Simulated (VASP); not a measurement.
# CdS (P1) in VASP: single point with PBE

Aim: the single point of CdS with PBE.

Everything below comes from runs of VASP 6.6.1. Logs are shortened: lines on timing, memory, paths and dates and some standing lists are left out, and cuts for length are marked.

## Step 1: The cell of the first run

The typed cell holds 8 atoms: a = 4.194 Å, b = 7.255 Å, c = 7.250 Å, α = 109.17°, β = 89.90°, γ = 90.18°.

## Step 2: Single point, PBE

INCAR reads:

```
SYSTEM = CdS
PREC     = Accurate       ! precision mode
ENCUT    = 520            ! plane-wave cutoff, eV
EDIFF    = 1E-6           ! SCF threshold, eV
ISMEAR   = 0              ! smearing method
SIGMA    = 0.1            ! smearing width, eV
LREAL    = .FALSE.        ! projectors in reciprocal space
LASPH    = .TRUE.         ! aspherical terms in the spheres
NELM     = 80             ! most SCF steps
ALGO     = Normal         ! electronic algorithm
ISIF     = 2              ! what is computed and relaxed
LWAVE    = .FALSE.        ! write WAVECAR
LCHARG   = .FALSE.        ! write CHGCAR
GGA      = PE             ! functional
NBANDS   = 46             ! bands
```

KPOINTS reads:

```
regular mesh
0
G
  4 2 2
  0 0 0
```

POSCAR reads:

```
CdS
1.0
   -0.0063356400      2.9638803284      2.9675188995
    5.9116677700      2.9651709040     -2.9813718253
   -5.9088482892      2.9746550406     -2.9655390305
Cd S
4 4
Direct
   -0.0009019217     -0.0001033985      0.9995231870
    0.4989981122      0.5003735686      0.0005475140
    0.4996213565      0.9998684149      0.5000037359
    0.0008860014      0.4993768581      0.5000788316
    0.4998417763      0.1254808560      0.8748574437
   -0.0001186431      0.6251794502      0.8750689523
    0.0003557609      0.1247559769      0.3745686836
    0.5013175575      0.6250682738      0.3753516519
```

Potentials or basis: VASP PAW PBE potentials, release 64 (Cd, S).

Command:

```
> cat potpaw_PBE.64/Cd/POTCAR potpaw_PBE.64/S/POTCAR > POTCAR
> mpirun -np 1 vasp_std > vasp.out
```

OUTCAR:

```text
SYSTEM = CdS
   PREC = Accurate
   ENCUT = 520
   EDIFF = 1E-6
   ISMEAR = 0
   LREAL = .FALSE.
   LASPH = .TRUE.
   NELM = 80
   ISIF = 2
   GGA = PE

 ion  position               nearest neighbor table
   1  0.999  1.000  1.000-   5 2.57   5 2.57   6 2.57   7 2.57
   2  0.499  0.500  0.001-   6 2.57   8 2.57   6 2.57   5 2.57
   3  0.500  1.000  0.500-   7 2.57   5 2.57   7 2.57   8 2.57
   4  0.001  0.499  0.500-   8 2.56   7 2.57   6 2.57   8 2.57
   5  0.500  0.125  0.875-   1 2.57   3 2.57   1 2.57   2 2.57
   6  1.000  0.625  0.875-   2 2.57   2 2.57   1 2.57   4 2.57
   7  0.000  0.125  0.375-   3 2.57   4 2.57   3 2.57   1 2.57
   8  0.501  0.625  0.375-   4 2.56   2 2.57   3 2.57   4 2.57

  LATTYP: Found a triclinic cell.
 ALAT       =     7.2545594128
 B/A-ratio  =     1.1586084951
 C/A-ratio  =     0.5781382372
 COS(alpha) =     0.0012099821
 COS(beta)  =     0.0031656395
 COS(gamma) =     0.5798876725

  Lattice vectors:

 A1 = (  -5.9116677700,  -2.9651709040,   2.9813718253)
 A2 = (  -0.0028194808,  -5.9398259446,   5.9469108558)
 A3 = (  -0.0063356400,   2.9638803284,   2.9675188995)

Analysis of symmetry for initial positions (statically):
=====================================================================
 Subroutine PRICEL returns:
 Original cell was already a primitive cell.

 Routine SETGRP: Setting up the symmetry group for a
 triclinic supercell.

 Subroutine GETGRP returns: Found  1 space group operations
 (whereof  1 operations were pure point group operations)
 out of a pool of  2 trial point group operations.

The static configuration has the point symmetry C_1 .

Analysis of symmetry for dynamics (positions and initial velocities):
=====================================================================
 Subroutine PRICEL returns:
 Original cell was already a primitive cell.

 Routine SETGRP: Setting up the symmetry group for a
 triclinic supercell.

 Subroutine GETGRP returns: Found  1 space group operations
 (whereof  1 operations were pure point group operations)
 out of a pool of  2 trial point group operations.

The dynamic configuration has the point symmetry C_1 .

 Subroutine INISYM returns: Found  1 space group operations
[... 96 lines left out ...]
   EDIFF  = 0.1E-05   stopping-criterion for ELM
   LREAL  =      F    real-space projection
   EDIFFG = 0.1E-04   stopping-criterion for IOM
   NSW    =      0    number of steps for IOM
   IBRION =     -1    ionic relax: 0-MD 1-quasi-New 2-CG
   NFREE  =      0    steps in history (QN), initial steepest desc. (CG)
   ISIF   =      2    stress and relaxation
   ISYM   =      2    0-nonsym 1-usesym 2-fastsym
   POTIM  = 0.5000    time-step for ionic-motion
   TEBEG  =    0.0;   TEEND  =   0.0 temperature during run
   PSTRESS=    0.0 pullay stress
   NELECT =      72.0000    total number of electrons
   NUPDOWN=      -1.0000    fix difference up-down
   EMIN   =  10.00;   EMAX   =-10.00  energy-range for DOS
   EFERMI =   0.00;   METHOD = LEGACY
   ISMEAR =     0;   SIGMA  =   0.10  broadening in eV -4-tet -1-fermi 0-gaus
   EFERMI_NEDOS =   21; number of points for ismear=-14 and -15
   IALGO  =     38    algorithm
   IMIX   =      4    mixing-type and parameters
     AMIX     =   0.40;   BMIX     =  1.00
     AMIX_MAG =   1.60;   BMIX_MAG =  1.00
  volume/ion in A,a.u.               =      26.04       175.75
  Fermi-wavevector in a.u.,A,eV,Ry     =   1.148825  2.170965 17.956963  1.319800
  Thomas-Fermi vector in A             =   2.285498
   LORBIT       =      0    0 simple, 1 ext, 2 COOP (PROOUT), +10 PAW based schemes
   GGA     = PE    functional components
   LHFCALC =     F    Hartree Fock is set to
   AEXX    =    0.0000 exact exchange contribution
   IVDW    =     0    specifies the selected vdW correction
   LEPSILON=     F    determine dielectric tensor
   LRPA    =     F    only Hartree local field effects (RPA)
 non-spin polarized calculation
 Gauss-broadening in eV      SIGMA  =   0.10
  energy-cutoff  :      520.00
  volume of cell :      208.35
 maximum number of plane-waves:      5642
 NGX is ok and might be reduce to    32
   NGX = 15   NGY = 27   NGZ = 27

 number of electron      72.0000008 magnetization

 Free energy of the ion-electron system (eV)
  ---------------------------------------------------
  ext. energy  EPLUGINS =         0.00000000
  ---------------------------------------------------
  free energy    TOTEN  =       -24.51477671 eV

  energy without entropy =      -24.51477671  energy(sigma->0) =      -24.51477671

 E-fermi :   1.3786     XC(G=0):  -8.9187

 val. band max:        0.9343662492   @ k =   0.0000   0.0000   0.0000
 cond. band min:       1.9580257471   @ k =   0.0000   0.0000   0.0000
 fundamental gap:      1.0236594979
 Fermi energy:         1.3785791078

 k-point     1 :       0.0000    0.0000    0.0000
  band No.  band energies     occupation
      1     -11.1586      2.00000
      2     -10.7779      2.00000
      3     -10.7773      2.00000
      4     -10.6577      2.00000
      5      -6.6569      2.00000
      6      -6.6562      2.00000
[... 577 lines left out ...]
     45       7.9212      0.00000
     46       7.9471      0.00000

------------------------ aborting loop because EDIFF is reached ----------------------------------------

  FORCE on cell =-STRESS in cart. coord.  units (eV):
  Direction    XX          YY          ZZ          XY          YZ          ZX
  --------------------------------------------------------------------------------------
  -------------------------------------------------------------------------------------
  Total        0.3460219      0.3804142      0.3490407      0.0636654      0.1290744      0.1029441
  in kB        2.6608420      2.9253124      2.6840559      0.4895747      0.9925575      0.7916206
  external PRESSURE =       2.7567368 kB  Pullay stress =       0.0000000 kB

 VOLUME and BASIS-vectors are now :
 -----------------------------------------------------------------------------
  energy-cutoff  :      520.00
  volume of cell :      208.35
      direct lattice vectors                 reciprocal lattice vectors
    -0.006335640  2.963880328  2.967518899     0.000361039  0.168695133  0.168494328
     5.911667770  2.965170904 -2.981371825     0.084553806  0.084249318 -0.083965495
    -5.908848289  2.974655041 -2.965539031    -0.084643953  0.084108639 -0.084186225

 POSITION                                       TOTAL-FORCE (eV/Angst)
 -----------------------------------------------------------------------------------
     -0.00130      8.89931     -2.98035        -0.009364     -0.000610     -0.002573
      2.95165      2.96429     -0.01264        -0.008558     -0.003303      0.002801
      2.95328      5.93294     -2.98112        -0.007534     -0.003875     -0.000442
     -0.00275      2.97093     -2.96920        -0.005696     -0.003911     -0.007081
     -4.43077      4.45594     -1.48524         0.006165      0.003742      0.001561
     -1.48113      7.42032     -1.49178         0.009069      0.002133      0.002993
     -1.47576      1.48519     -1.48169         0.007538      0.004135      0.001489
      1.47412      4.45582     -1.48901         0.008380      0.001688      0.001254
 -----------------------------------------------------------------------------------
    total drift:                               -0.000247     -0.000148      0.000072

  FREE ENERGIE OF THE ION-ELECTRON SYSTEM (eV)
  ---------------------------------------------------
  free  energy   TOTEN  =       -24.5147767109 eV

  energy  without entropy=      -24.5147767109  energy(sigma->0) =      -24.51477671
```

OSZICAR:

```text
N       E                     dE             d eps       ncg     rms          rms(c)
DAV:   1     0.523593771415E+03    0.52359E+03   -0.35135E+04  1104   0.144E+03
DAV:   2     0.845526876291E+01   -0.51514E+03   -0.49998E+03  1222   0.358E+02
DAV:   3    -0.262561864799E+02   -0.34711E+02   -0.34504E+02  1298   0.901E+01
DAV:   4    -0.267544651137E+02   -0.49828E+00   -0.49782E+00  1272   0.104E+01
DAV:   5    -0.267629152647E+02   -0.84502E-02   -0.84496E-02  1324   0.136E+00    0.146E+01
DAV:   6    -0.245543974580E+02    0.22085E+01   -0.47586E+00  1348   0.156E+01    0.117E+01
DAV:   7    -0.245229481012E+02    0.31449E-01   -0.15952E+00  1232   0.503E+00    0.567E+00
DAV:   8    -0.245189018319E+02    0.40463E-02   -0.21659E-01  1226   0.340E+00    0.742E-01
DAV:   9    -0.245138437369E+02    0.50581E-02   -0.44506E-02  1346   0.187E+00    0.242E-01
DAV:  10    -0.245144487001E+02   -0.60496E-03   -0.33588E-03  1218   0.419E-01    0.202E-01
DAV:  11    -0.245146581380E+02   -0.20944E-03   -0.40022E-04  1304   0.945E-02    0.170E-01
DAV:  12    -0.245147841610E+02   -0.12602E-03   -0.39195E-04  1170   0.690E-02    0.498E-02
DAV:  13    -0.245147756424E+02    0.85186E-05   -0.31315E-05  1298   0.339E-02    0.977E-03
DAV:  14    -0.245147775294E+02   -0.18870E-05   -0.26496E-06   942   0.924E-03    0.987E-03
DAV:  15    -0.245147767109E+02    0.81849E-06   -0.22719E-06   936   0.723E-03
   1 F= -.24514777E+02 E0= -.24514777E+02  d E =-.138312E-10
```

stdout:

```text
POSCAR found type information on POSCAR CdS
 POSCAR found :  2 types and       8 ions
 scaLAPACK will be used
 LDA part: xc-table for (Slater+PW92), standard interpolation
 POSCAR, INCAR and KPOINTS ok, starting setup
 FFT: planning ... GRIDC
 FFT: planning ... GRID_SOFT
 FFT: planning ... GRID
 WAVECAR not read
 entering main loop
```

It took 71 s on 1 thread of Intel Xeon 6975P-C (Granite Rapids), shared host; peak memory 0.32 GiB.

Results:

```
Free energy            : -24.5148 eV
Pressure               : 0.3 GPa
Largest force          : 0.010 eV/Å
Band gap on the k mesh : 1.02 eV
```

Forces in eV/Å, atoms in the order of the input:
```
Cd  -0.009 -0.001 -0.003
Cd  -0.009 -0.003  0.003
Cd  -0.008 -0.004  0.000
Cd  -0.006 -0.004 -0.007
S    0.006  0.004  0.002
S    0.009  0.002  0.003
S    0.008  0.004  0.001
S    0.008  0.002  0.001
```

Levels at points of the mesh, in eV from the valence-band top:
```tsv
k point	band 33	band 34	band 35	band 36	band 37	band 38	band 39	band 40
(0.00, 0.00, 0.00)	-0.68	-0.02	-0.01	0.00	1.02	2.92	2.93	3.60
(0.50, 0.00, 0.00)	-1.87	-1.87	-0.73	-0.73	4.10	4.10	5.21	5.22
(0.00, 0.50, 0.00)	-0.38	-0.38	-0.36	-0.36	2.66	2.66	4.12	4.13
(0.50, 0.50, 0.00)	-1.25	-1.25	-1.23	-1.23	4.11	4.11	4.14	4.15
(0.00, 0.00, 0.50)	-0.38	-0.38	-0.36	-0.36	2.66	2.66	4.13	4.13
(0.50, 0.00, 0.50)	-1.24	-1.24	-1.23	-1.23	4.12	4.12	4.14	4.15
(0.00, 0.50, 0.50)	-0.95	-0.95	-0.72	-0.72	3.47	3.47	4.11	4.11
(0.50, 0.50, 0.50)	-0.71	-0.71	-0.69	-0.68	2.90	2.92	3.62	3.62
```

Caveat: the k points lie up to 0.46 Å⁻¹ apart.
